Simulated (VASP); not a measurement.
# CeO3 (ReO3 type) (Pm-3m) in VASP: notebook, part 2 of 2

VASP 6.6.1.

## (3) Single point, PBE

This run uses another cell than the first one, of 19.60 Å³/atom, 1.021 times its volume.

The input, INCAR:

```
SYSTEM = CeO3
ALGO = Normal
EDIFF = 1E-7
ENCUT = 520
GGA = PE
ISIF = 2
ISMEAR = -1
LASPH = .True.
LCHARG = .False.
LREAL = .False.
LWAVE = .False.
NBANDS = 23
NELM = 100
PREC = Accurate
SIGMA = 0.06122561905347299
```

The input, KPOINTS:

```
k-points
0
Gamma
  9 9 9
  0 0 0
```

The input, POSCAR:

```
CeO3
1.0
    4.2799618595      0.0000000000      0.0000000000
    0.0000000000      4.2799618595      0.0000000000
    0.0000000000      0.0000000000      4.2799618595
Ce O
1 3
Direct
    0.0000000000      0.0000000000      0.0000000000
    0.5000000000      0.0000000000      0.0000000000
    0.0000000000      0.5000000000      0.0000000000
    0.0000000000      0.0000000000      0.5000000000
```

Potentials or basis: VASP PAW PBE potentials, release 64 (Ce, O).

Run with:

```console
$ cat potpaw_PBE.64/Ce/POTCAR potpaw_PBE.64/O/POTCAR > POTCAR
$ mpirun -np 1 vasp_std > vasp.out
```

OUTCAR:

```text
SYSTEM = CeO3
   EDIFF = 1E-7
   ENCUT = 520
   GGA = PE
   ISIF = 2
   ISMEAR = -1
   LASPH = .True.
   LREAL = .False.
   NELM = 100
   PREC = Accurate

 ion  position               nearest neighbor table
   1  0.000  0.000  0.000-   2 2.14   3 2.14   4 2.14   4 2.14   3 2.14   2 2.14
   2  0.500  0.000  0.000-   1 2.14   1 2.14
   3  0.000  0.500  0.000-   1 2.14   1 2.14
   4  0.000  0.000  0.500-   1 2.14   1 2.14

  LATTYP: Found a simple cubic cell.
 ALAT       =     4.2799618595

  Lattice vectors:

 A1 = (   4.2799618595,   0.0000000000,   0.0000000000)
 A2 = (   0.0000000000,   4.2799618595,   0.0000000000)
 A3 = (   0.0000000000,   0.0000000000,   4.2799618595)

Analysis of symmetry for initial positions (statically):
=====================================================================
 Subroutine PRICEL returns:
 Original cell was already a primitive cell.

 Routine SETGRP: Setting up the symmetry group for a
 simple cubic supercell.

 Subroutine GETGRP returns: Found 48 space group operations
 (whereof 48 operations were pure point group operations)
 out of a pool of 48 trial point group operations.

The static configuration has the point symmetry O_h .

Analysis of symmetry for dynamics (positions and initial velocities):
=====================================================================
 Subroutine PRICEL returns:
 Original cell was already a primitive cell.

 Routine SETGRP: Setting up the symmetry group for a
 simple cubic supercell.

 Subroutine GETGRP returns: Found 48 space group operations
 (whereof 48 operations were pure point group operations)
 out of a pool of 48 trial point group operations.

The dynamic configuration has the point symmetry O_h .

 Subroutine INISYM returns: Found 48 space group operations
 (whereof 48 operations are pure point group operations),
 and found     1 'primitive' translations

----------------------------------------------------------------------------------------

                                     Primitive cell

  volume of cell :      78.4007

  direct lattice vectors                    reciprocal lattice vectors
     4.279961860  0.000000000  0.000000000     0.233646942  0.000000000  0.000000000
     0.000000000  4.279961860  0.000000000     0.000000000  0.233646942  0.000000000
     0.000000000  0.000000000  4.279961860     0.000000000  0.000000000  0.233646942

  length of vectors
     4.279961860  4.279961860  4.279961860     0.233646942  0.233646942  0.233646942

  position of ions in fractional coordinates (direct lattice)
     0.000000000  0.000000000  0.000000000
     0.500000000  0.000000000  0.000000000
     0.000000000  0.500000000  0.000000000
     0.000000000  0.000000000  0.500000000

  ion indices of the primitive-cell ions
   primitive index   ion index
                 1           1
                 2           2
                 3           3
                 4           4

----------------------------------------------------------------------------------------

 KPOINTS: k-points

Automatic generation of k-mesh.
 Grid dimensions read from file:
 generate k-points for:    9    9    9

 Generating k-lattice:

  Cartesian coordinates                     Fractional coordinates (reciprocal lattice)
     0.025960771  0.000000000  0.000000000     0.111111111  0.000000000  0.000000000
     0.000000000  0.025960771  0.000000000     0.000000000  0.111111111  0.000000000
     0.000000000  0.000000000  0.025960771     0.000000000  0.000000000  0.111111111

  Length of vectors
     0.025960771  0.025960771  0.025960771

  Shift w.r.t. Gamma in fractional coordinates (k-lattice)
     0.000000000  0.000000000  0.000000000

 Subroutine IBZKPT returns following result:
 ===========================================

 Found     35 irreducible k-points:

 Following reciprocal coordinates:
            Coordinates               Weight
  0.000000  0.000000  0.000000      1.000000
  0.111111  0.000000  0.000000      6.000000
  0.222222  0.000000  0.000000      6.000000
  0.333333  0.000000  0.000000      6.000000
  0.444444  0.000000  0.000000      6.000000
  0.111111  0.111111  0.000000     12.000000
[... 16 lines left out ...]
  0.333333  0.333333  0.111111     24.000000
  0.444444  0.333333  0.111111     48.000000
 [... further k-points ...]
   k-points           NKPTS =     35   k-points in BZ     NKDIM =     35   number of bands    NBANDS=     23
   number of dos      NEDOS =    301   number of ions     NIONS =      4
   total plane-waves  NPLWV =  32768
   dimension x,y,z NGX =    32 NGY =   32 NGZ =   32
   dimension x,y,z NGXF=    64 NGYF=   64 NGZF=   64
   ions per type =               1   3
   NGX,Y,Z   is equivalent  to a cutoff of  12.43, 12.43, 12.43 a.u.
   NGXF,Y,Z  is equivalent  to a cutoff of  24.86, 24.86, 24.86 a.u.
 SYSTEM =  CeO3
   PREC   = accura    normal or accurate (medium, high low for compatibility)
   ISTART =      0    job   : 0-new  1-cont  2-samecut
   ICHARG =      2    charge: 1-file 2-atom 10-const
   ISPIN  =      1    spin polarized calculation?
   LNONCOLLINEAR =      F non collinear calculations
   LSORBIT =      F    spin-orbit coupling
   LASPH  =      T    aspherical Exc in radial PAW
   ENCUT  =  520.0 eV  38.22 Ry    6.18 a.u.   7.96  7.96  7.96*2*pi/ulx,y,z
   NELM   =    100;   NELMIN=  2; NELMDL= -5     # of ELM steps
   EDIFF  = 0.1E-06   stopping-criterion for ELM
   LREAL  =      F    real-space projection
   EDIFFG = 0.1E-05   stopping-criterion for IOM
   NSW    =      0    number of steps for IOM
   IBRION =     -1    ionic relax: 0-MD 1-quasi-New 2-CG
   NFREE  =      0    steps in history (QN), initial steepest desc. (CG)
   ISIF   =      2    stress and relaxation
   ISYM   =      2    0-nonsym 1-usesym 2-fastsym
   POTIM  = 0.5000    time-step for ionic-motion
   TEBEG  =    0.0;   TEEND  =   0.0 temperature during run
   PSTRESS=    0.0 pullay stress
   NELECT =      30.0000    total number of electrons
   NUPDOWN=      -1.0000    fix difference up-down
   EMIN   =  10.00;   EMAX   =-10.00  energy-range for DOS
   EFERMI =   0.00;   METHOD = LEGACY
   ISMEAR =    -1;   SIGMA  =   0.06  broadening in eV -4-tet -1-fermi 0-gaus
   EFERMI_NEDOS =   21; number of points for ismear=-14 and -15
   IALGO  =     38    algorithm
   IMIX   =      4    mixing-type and parameters
     AMIX     =   0.40;   BMIX     =  1.00
     AMIX_MAG =   1.60;   BMIX_MAG =  1.00
  volume/ion in A,a.u.               =      19.60       132.27
  Fermi-wavevector in a.u.,A,eV,Ry     =   1.188526  2.245988 19.219509  1.412594
  Thomas-Fermi vector in A             =   2.324654
   LORBIT       =      0    0 simple, 1 ext, 2 COOP (PROOUT), +10 PAW based schemes
   GGA     = PE    functional components
   LHFCALC =     F    Hartree Fock is set to
   AEXX    =    0.0000 exact exchange contribution
   IVDW    =     0    specifies the selected vdW correction
   LEPSILON=     F    determine dielectric tensor
   LRPA    =     F    only Hartree local field effects (RPA)
 non-spin polarized calculation
  energy-cutoff  :      520.00
  volume of cell :       78.40
 maximum number of plane-waves:      2135
 NGX is ok and might be reduce to    32
   NGX = 15   NGY = 15   NGZ = 15

 number of electron      29.9999978 magnetization

 Free energy of the ion-electron system (eV)
  ---------------------------------------------------
  ext. energy  EPLUGINS =         0.00000000
  ---------------------------------------------------
  free energy    TOTEN  =       -27.68873442 eV

  energy without entropy =      -27.59894624  energy(sigma->0) =      -27.64384033

 E-fermi :  -0.6724     XC(G=0):  -8.2483

 val. band max:       -0.6730322829   @ k =   0.4444   0.3333   0.1111
 cond. band min:      -0.6703346430   @ k =   0.4444   0.3333   0.2222
 fundamental gap:      0.0026976399
 Fermi energy:        -0.6723899601

 k-point     1 :       0.0000    0.0000    0.0000
  band No.  band energies     occupation
      1     -32.5502      2.00000
      2     -16.8140      2.00000
      3     -16.8140      2.00000
      4     -16.1856      2.00000
      5     -15.7926      2.00000
      6     -15.7926      2.00000
[... 15 lines left out ...]
     22       3.6017      0.00000
     23       3.6017      0.00000
[... 575 lines left out ...]
      1     -32.4713      2.00000
      2     -18.8982      2.00000
      3     -18.6123      2.00000
      4     -17.2738      2.00000
      5     -14.8976      2.00000
      6     -12.5137      2.00000
[... 15 lines left out ...]
     22       2.6204      0.00000
     23       3.2031      0.00000

 [... further k-points ...]
[... 5 lines left out ...]
  --------------------------------------------------------------------------------------
  -------------------------------------------------------------------------------------
  Total        0.9811624      0.9811624      0.9811624      0.0000000     -0.0000000      0.0000000
  in kB       20.0508034     20.0508034     20.0508034      0.0000000     -0.0000000      0.0000000
  external PRESSURE =      20.0508034 kB  Pullay stress =       0.0000000 kB

 VOLUME and BASIS-vectors are now :
 -----------------------------------------------------------------------------
  energy-cutoff  :      520.00
  volume of cell :       78.40
      direct lattice vectors                 reciprocal lattice vectors
     4.279961860  0.000000000  0.000000000     0.233646942  0.000000000  0.000000000
     0.000000000  4.279961860  0.000000000     0.000000000  0.233646942  0.000000000
     0.000000000  0.000000000  4.279961860     0.000000000  0.000000000  0.233646942

 POSITION                                       TOTAL-FORCE (eV/Angst)
 -----------------------------------------------------------------------------------
      0.00000      0.00000      0.00000         0.000000      0.000000      0.000000
      2.13998      0.00000      0.00000         0.000000      0.000000      0.000000
      0.00000      2.13998      0.00000         0.000000      0.000000      0.000000
      0.00000      0.00000      2.13998         0.000000      0.000000      0.000000
 -----------------------------------------------------------------------------------
    total drift:                                0.000000      0.000000     -0.000000

  FREE ENERGIE OF THE ION-ELECTRON SYSTEM (eV)
  ---------------------------------------------------
  free  energy   TOTEN  =       -27.6887344206 eV

  energy  without entropy=      -27.5989462394  energy(sigma->0) =      -27.64384033
```

stdout:

```text
POSCAR found type information on POSCAR CeO
 POSCAR found :  2 types and       4 ions
 scaLAPACK will be used
 LDA part: xc-table for (Slater+PW92), standard interpolation
 POSCAR, INCAR and KPOINTS ok, starting setup
 FFT: planning ... GRIDC
 FFT: planning ... GRID_SOFT
 FFT: planning ... GRID
 WAVECAR not read
 entering main loop
```

Wall time 58 s (1 thread of Intel Xeon Platinum 8488C (Sapphire Rapids), shared host); peak memory 0.22 GiB.

What came out:

| Property | Result |
| --- | --- |
| Free energy | -27.6887 eV |
| Pressure | 2.0 GPa |
| Band gap on the k mesh | zero (band 15 reaches -0.17 eV, above the bottom of band 16 at -0.95 eV) |

Caveat: spin-orbit coupling is left out, which moves the levels of the heavy elements; the run has no spin polarisation, though such a crystal can be magnetic; without U or exact exchange the open f shell lies at the Fermi level, which spoils levels, moments and volumes. With open d or f shells a metallic result of PBE can be an artefact of self-interaction; +U or a hybrid may open a gap.

## (4) Single point, PBE

This run uses another cell than the first one, of 20.01 Å³/atom, 1.043 times its volume.

The input, INCAR:

```
ALGO = Normal
EDIFF = 1E-7
ENCUT = 520
GGA = PE
ISIF = 2
ISMEAR = -1
LASPH = True
LCHARG = False
LREAL = False
LWAVE = False
NBANDS = 23
NELM = 100
PREC = Accurate
SIGMA = 0.06122561905347299
```

The input, KPOINTS:

```
k-points
0
Gamma
  9 9 9
```

The input, POSCAR:

```
CeO3
1.0
    4.3094797706      0.0000000000      0.0000000000
    0.0000000000      4.3094797706      0.0000000000
    0.0000000000      0.0000000000      4.3094797706
Ce O
1 3
Direct
    0.0000000000      0.0000000000      0.0000000000
    0.5000000000      0.0000000000      0.0000000000
    0.0000000000      0.5000000000      0.0000000000
    0.0000000000      0.0000000000      0.5000000000
```

Run with:

```console
$ cat potpaw_PBE.64/Ce/POTCAR potpaw_PBE.64/O/POTCAR > POTCAR
$ mpirun -np 1 vasp_std > vasp.out
```

Wall time 58 s (1 thread of Intel Xeon Platinum 8488C (Sapphire Rapids), shared host); peak memory 0.22 GiB.

Results (log left out):

- Free energy: -27.7055 eV
- Pressure: 0.9 GPa
- Band gap on the k mesh: zero (band 15 reaches -0.37 eV, above the bottom of band 16 at -1.08 eV)

Levels at points of the mesh, in eV from the Fermi level:
```csv
k point,band 11,band 12,band 13,band 14,band 15,band 16,band 17,band 18,band 19,band 20
"(0.00, 0.00, 0.00)",-0.77,-0.77,-0.77,0.45,0.45,0.45,2.68,3.20,3.20,3.20
```

Caveat: spin-orbit coupling is left out, which moves the levels of the heavy elements; the run has no spin polarisation, though such a crystal can be magnetic; without U or exact exchange the open f shell lies at the Fermi level, which spoils levels, moments and volumes. With open d or f shells a metallic result of PBE can be an artefact of self-interaction; +U or a hybrid may open a gap.

## (5) Overview

```tsv
cell	gap on the mesh (eV)	pressure (GPa)
a = 4.250 Å, 4 atoms	none	3.2
a = 4.280 Å, 4 atoms	none	2.0
a = 4.309 Å, 4 atoms	none	0.9
```

Alike in all rows: task single point; level PBE; potentials or basis VASP PAW PBE potentials, release 64 (Ce, O); no spin polarisation; k mesh 9 × 9 × 9; cutoff (eV) 520; smearing fermi-dirac 0.0612256 eV.

Caveats: spin-orbit coupling is left out, which moves the levels of the heavy elements; the run has no spin polarisation, though such a crystal can be magnetic; without U or exact exchange the open f shell lies at the Fermi level, which spoils levels, moments and volumes.

Absolute energies hang on the potentials; compare differences alone.
